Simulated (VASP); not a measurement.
Wanted: the native input for a VASP 6.6.1 run.

```yaml
Task: single point
Functional: PBEsol
Potentials_or_basis: VASP PAW PBE potentials, release 64 (Ge_d)
Cutoff: 520 eV
k_mesh: 7 × 7 × 4
Occupations: fermi-dirac, width 0.1 eV
Spin: no spin polarisation
Dipole_correction: no
Further_INCAR_settings: ALGO = Normal; EDIFF = 1e-07; NBANDS = 36
```

The structure of Ge lies in POSCAR:

```
Ge
1.0
    4.1014655429      0.0000000000      0.0000000000
   -2.0507327714      3.5519733223      0.0000000000
    0.0000000000      0.0000000000      6.7708665858
Ge
4
Direct
    0.6666666667      0.3333333333      0.0629010000
    0.3333333333      0.6666666667      0.5629010000
    0.6666666667      0.3333333333      0.4370990000
    0.3333333333      0.6666666667      0.9370990000
```

One way to write it, as run:

INCAR

```
SYSTEM = Ge
PREC = Accurate
ENCUT = 520
EDIFF = 1E-7
ISMEAR = -1
SIGMA = 0.1
LREAL = .FALSE.
LASPH = .TRUE.
NELM = 100
ALGO = Normal
ISIF = 2
LWAVE = .FALSE.
LCHARG = .FALSE.
GGA = PS
NBANDS = 36
```

KPOINTS

```
Automatic mesh
0
G
  7 7 4
  0 0 0
```

Potentials or basis: VASP PAW PBE potentials, release 64 (Ge_d).

Launch:

```console
$ cat potpaw_PBE.64/Ge_d/POTCAR > POTCAR
$ mpirun -np 1 vasp_std > vasp.out
```

Results of the run:

```json
{
 "Pressure": "-4.3 GPa",
 "Largest force": "0.030 eV/Å"
}
```

Caveat: the PAW data sets were made with another functional, which shifts forces and pressure a little.

It took 31 s on 1 thread of Intel(R) Xeon(R) 6975P-C (Granite Rapids), with other jobs on the host, peak memory 0.23 GiB.
